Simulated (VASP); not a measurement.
# Be (P1) in VASP: notebook, part 2 of 2

VASP 6.6.1. Earlier steps stand in the parts before.

### 3 Single point, PBE

Contents of INCAR:

```
PREC = Accurate ; ENCUT = 520
EDIFF = 1E-7 ; ISMEAR = -1
SIGMA = 0.36 ; LREAL = Auto
LASPH = True ; NELM = 80
ALGO = Normal ; ISIF = 2
LWAVE = False ; LCHARG = True
GGA = PE ; LELF = True
LVHAR = True ; NBANDS = 60
```

Contents of KPOINTS:

```
regular mesh
0
Gamma
  2 2 2
```

Contents of POSCAR:

```
Be
1.0
    7.1976270000      0.0000000000      0.0000000000
   -3.5988140000      6.2333280000      0.0000000000
    0.0000000000      0.0000000000      7.5191210000
Be
36
Direct
    0.0191748667     -0.0584599431     -0.0069688997
    0.1306996319      0.1849573775      0.2879458915
    0.0266917198      0.0136203325      0.4616098078
    0.0939919937      0.1545562820      0.7983113984
   -0.0447697698      0.2796098649      0.0107326375
    0.1556795877      0.6341877084      0.2492179605
    0.0441493336      0.3513853274      0.5334267130
    0.1158894649      0.5178453629      0.7632275102
    0.0240880375      0.6584604564     -0.0009043610
    0.1589068378      0.9337387668      0.2747528601
    0.0068111015      0.6458026916      0.4651607548
    0.0707586547      0.8745087696      0.7350061264
    0.3016278106      0.0233422660      0.0122620716
    0.4207149013      0.2176686354      0.2765748816
    0.2780259782      0.0347968212      0.5148607131
    0.3926053775      0.1950162096      0.7267471823
    0.4079288112      0.3972195912      0.0237527764
    0.4163724436      0.5203640816      0.2597245077
    0.3356969531      0.3647650180      0.4702810342
    0.3985024182      0.5627331018      0.7474543899
    0.3993504151      0.6781610081      0.0110917220
    0.4383618574      0.8563001979      0.2431135235
    0.2500305915      0.6354390464      0.5120545340
    0.4673611918      0.8864285659      0.7474809888
    0.6191314207      0.0361444160     -0.0568949482
    0.7662456988      0.2862194962      0.2826527196
    0.7064936197      0.0926631809      0.4432565987
    0.7644649875      0.1657862381      0.7154027711
    0.7035695438      0.3077489264     -0.0219041561
    0.8107187926      0.5536689229      0.2205709949
    0.6802073083      0.3934014061      0.4662247090
    0.8419101368      0.5781502273      0.6595584776
    0.7090804398      0.6918936401     -0.0015161347
    0.8804572685      0.9947174286      0.2343890995
    0.5777589725      0.6012518513      0.5201538850
    0.7680804537      0.8978670784      0.6866760091
```

Potentials or basis: VASP PAW PBE potentials, release 64 (Be).

The run is started by

```sh
cat potpaw_PBE.64/Be/POTCAR > POTCAR
mpirun -np 1 vasp_std > vasp.out
```

It took 6.3 min on 1 thread of Intel Xeon Platinum 8259CL at 2.50GHz (Skylake/Cascade Lake), shared host; peak memory 0.42 GiB.

It converged, with:

* Free energy: -114.0368 eV
* Pressure: 5.1 GPa
* Largest force: 6.451 eV/Å
* Band gap on the k mesh: zero (bands 36 and 37 overlap by 0.35 eV)

Forces on the atoms (eV/Å):
```
Be  -2.726  0.223  1.013
Be   1.441  5.673 -2.711
Be  -3.165 -2.017  4.043
Be  -0.866  2.014 -1.057
Be   1.167 -0.062  0.423
Be  -0.411 -2.389 -0.555
Be  -1.328 -2.509 -1.123
Be  -2.061  0.468  1.169
Be  -0.162 -0.048 -0.889
Be  -0.116 -2.922 -1.759
Be  -1.354  1.053 -1.610
Be   1.137 -0.191  0.005
Be   2.803  0.572 -0.263
Be   2.146  1.008 -0.929
Be   3.200 -0.763 -0.147
Be   1.541  1.454  1.648
Be   0.309 -1.739 -1.553
Be  -0.372  1.859 -0.427
Be  -0.756 -2.720  2.442
Be   2.074 -0.710 -0.120
Be  -1.361  0.245 -0.416
Be   1.332  2.542  0.476
Be   4.369  2.185  0.233
Be  -1.667 -1.247 -2.115
Be   1.693 -2.490  2.330
Be   2.117 -0.571 -4.074
Be   0.784 -3.268  2.693
Be  -0.268  2.639  0.575
Be  -2.739  3.698  0.219
Be  -1.256  1.721 -0.717
Be  -0.872 -1.555  0.630
Be  -1.785 -0.783  3.859
Be  -0.427 -0.464 -0.148
Be  -4.392 -3.341 -1.756
Be   1.489  3.493  0.155
Be   0.484 -1.059  0.456
```

Stress tensor (GPa, compression positive):
```
 4.49  4.76 -1.24
 4.76  7.57  0.94
-1.24  0.94  3.25
```

Levels at points of the mesh, in eV from the Fermi level:
| k point | band 34 | band 35 | band 36 | band 37 | band 38 | band 39 |
| --- | --- | --- | --- | --- | --- | --- |
| (0.00, 0.00, 0.00) | -0.26 | -0.18 | -0.08 | 0.08 | 0.34 | 0.51 |
| (0.50, 0.00, 0.00) | -0.58 | -0.38 | -0.27 | 0.29 | 0.43 | 0.52 |
| (0.00, 0.50, 0.00) | -0.55 | -0.34 | 0.08 | 0.18 | 0.35 | 0.73 |
| (0.50, 0.50, 0.00) | -0.58 | -0.51 | 0.14 | 0.18 | 0.40 | 0.55 |
| (0.00, 0.00, 0.50) | -0.92 | -0.84 | -0.33 | -0.21 | 0.01 | 0.44 |
| (0.50, 0.00, 0.50) | -0.80 | -0.68 | -0.28 | 0.30 | 0.72 | 1.06 |
| (0.00, 0.50, 0.50) | -0.95 | -0.75 | -0.16 | 0.35 | 0.69 | 0.88 |
| (0.50, 0.50, 0.50) | -0.96 | -0.48 | -0.36 | 0.59 | 0.73 | 0.81 |

Caveat: the k points lie up to 0.50 Å⁻¹ apart; so wide a smearing shifts energies and pressures; forces of over 1 eV/Å act on the atoms, so gaps and moduli don't describe the material at rest.

### 4 Single point, PBE

Contents of INCAR:

```
SYSTEM = Be
PREC = Accurate
ENCUT = 520
EDIFF = 1E-6
ISMEAR = -1
SIGMA = 0.36
LREAL = Auto
LASPH = .True.
NELM = 60
ALGO = Normal
ISIF = 2
LWAVE = .False.
LCHARG = .True.
GGA = PE
LELF = .True.
LVHAR = .True.
NBANDS = 60
```

Contents of KPOINTS:

```
Automatic mesh
0
Gamma
  2 2 2
  0 0 0
```

Contents of POSCAR:

```
Be
1.0
    7.1976270000      0.0000000000      0.0000000000
   -3.5988140000      6.2333280000      0.0000000000
    0.0000000000      0.0000000000      7.5191210000
Be
36
Direct
   -0.0267474419     -0.0891177233      0.0121556762
    0.1437207065      0.2130001822      0.2365037083
   -0.0173358711     -0.0044117685      0.4772233350
    0.1007171708      0.1984333249      0.7838283225
   -0.0450178914      0.2618023630      0.0082722435
    0.1375139627      0.6185299410      0.2392965880
   -0.0042778649      0.3025189754      0.5446780282
    0.1298596355      0.5475084898      0.7778036821
    0.0483436502      0.6765727714     -0.0204678180
    0.1697856563      0.9155943663      0.2832511939
   -0.0177170430      0.6291181853      0.4329229441
    0.0677670604      0.8507975194      0.7438901435
    0.3573814170      0.0440695564     -0.0059980415
    0.4200257312      0.2253210484      0.2638340306
    0.2626915940      0.0022941196      0.5135307704
    0.4005632490      0.2458879109      0.7946407565
    0.4386942424      0.4346313879      0.0046813983
    0.4394099597      0.5579363063      0.2381129390
    0.3325308759      0.3561821229      0.4930496530
    0.3968882465      0.5645619804      0.7567506893
    0.3896119372      0.6775513819      0.0192442707
    0.4533360420      0.8468189064      0.2176983187
    0.2946571822      0.6375246096      0.4993136831
    0.4402477405      0.8652681200      0.7263349001
    0.6215767912      0.0191390538     -0.0716174138
    0.7559327255      0.2912408909      0.2482737011
    0.7055132057      0.0713904354      0.4381363194
    0.7870437706      0.1940215564      0.7066251494
    0.7429208865      0.3733639558     -0.0420394884
    0.8146621365      0.5818400700      0.1992254148
    0.6863334617      0.3823960491      0.4751752233
    0.8495151599      0.5780218849      0.6749991123
    0.7007584369      0.6880594122     -0.0261333738
    0.8438202464      1.0020810713      0.1866574564
    0.5600688351      0.6055513203      0.5457419823
    0.7432228747      0.8703536859      0.6536535321
```

The run is started by

```sh
cat potpaw_PBE.64/Be/POTCAR > POTCAR
mpirun -np 1 vasp_std > vasp.out
```

It took 5.4 min on 1 thread of Intel Xeon Platinum 8259CL at 2.50GHz (Skylake/Cascade Lake), shared host; peak memory 0.43 GiB.

The run converged. Its results:

| Item | Value |
| --- | --- |
| Free energy | -117.8808 eV |
| Pressure | 1.1 GPa |
| Largest force | 3.658 eV/Å |
| Band gap on the k mesh | zero (bands 36 and 37 overlap by 0.28 eV) |

Forces on the atoms (eV/Å):
```
Be   2.103  2.869 -0.286
Be  -0.354  0.594 -0.222
Be   0.171  0.103 -0.538
Be  -0.276 -0.146 -0.895
Be   0.062  0.596  0.124
Be   1.378 -1.639 -1.338
Be   1.312  2.133 -2.522
Be  -1.909 -0.669 -0.589
Be  -0.498  0.143  0.070
Be  -1.489 -0.920 -2.930
Be   0.029  1.151  1.599
Be   0.748  2.407  0.785
Be  -1.054 -1.139  1.272
Be   1.780  0.822  0.140
Be   2.004  0.737  1.751
Be   1.803  0.327 -2.387
Be  -0.056 -3.499  0.192
Be   0.252 -0.657  2.030
Be  -1.113 -2.651 -0.021
Be   1.904 -0.834  0.483
Be  -1.639  0.103 -2.675
Be  -0.255  3.239  1.681
Be  -0.170  0.337 -0.178
Be  -0.979  0.343 -0.757
Be   1.763  0.296  1.624
Be   1.794 -1.364 -1.433
Be  -0.145 -1.617  0.456
Be  -1.810 -0.341  2.366
Be  -1.380 -0.395 -0.304
Be  -0.883  1.112 -0.522
Be  -0.965 -1.433  0.114
Be  -1.279 -1.602  1.373
Be  -0.755 -0.170 -0.666
Be  -2.473 -1.076  1.225
Be   2.725  1.414 -1.786
Be  -0.348  1.423  2.764
```

Stress tensor (GPa, compression positive):
```
 1.00  4.66 -3.89
 4.66  1.26  2.46
-3.89  2.46  1.04
```

Levels at points of the mesh, in eV from the Fermi level:
```csv
k point,band 32,band 33,band 34,band 35,band 36,band 37,band 38,band 39,band 40,band 41
"(0.00, 0.00, 0.00)",-0.55,-0.35,-0.26,-0.21,-0.10,0.13,0.35,0.51,0.67,0.76
"(0.50, 0.00, 0.00)",-1.04,-0.79,-0.65,-0.30,-0.14,0.09,0.25,0.57,0.80,1.11
"(0.00, 0.50, 0.00)",-1.11,-0.98,-0.42,-0.27,0.12,0.15,0.37,0.59,0.92,0.98
"(0.50, 0.50, 0.00)",-1.22,-0.97,-0.56,-0.30,-0.04,0.11,0.23,0.71,1.06,1.10
"(0.00, 0.00, 0.50)",-1.34,-1.17,-0.96,-0.84,-0.43,-0.16,0.04,0.34,0.67,1.42
"(0.50, 0.00, 0.50)",-1.19,-1.02,-0.95,-0.70,-0.35,0.47,0.72,0.96,1.13,1.19
"(0.00, 0.50, 0.50)",-1.25,-0.92,-0.78,-0.51,-0.13,0.28,0.72,0.79,1.10,1.24
"(0.50, 0.50, 0.50)",-1.17,-1.13,-1.00,-0.61,-0.26,0.14,0.72,1.01,1.09,1.33
```

Caveat: the k points lie up to 0.50 Å⁻¹ apart; so wide a smearing shifts energies and pressures; forces of over 1 eV/Å act on the atoms, so gaps and moduli don't describe the material at rest.

### 5 The runs side by side

```csv
cell,gap on the mesh (eV),pressure (GPa),largest force (eV/Å)
"as given, atomic positions A",none,-3.5,7.29
"as given, atomic positions B",none,5.1,6.45
"as given, atomic positions C",none,1.1,3.66
```

Alike in all rows: task single point; level PBE; potentials or basis VASP PAW PBE potentials, release 64 (Be); no spin polarisation; k mesh 2 × 2 × 2; cutoff (eV) 520; smearing fermi-dirac 0.36 eV.

Caveats: all runs use coarse meshes; so wide a smearing shifts energies and pressures; forces of over 1 eV/Å act on the atoms, so gaps and moduli don't describe the material at rest.

Absolute energies hang on the potentials; compare differences alone.
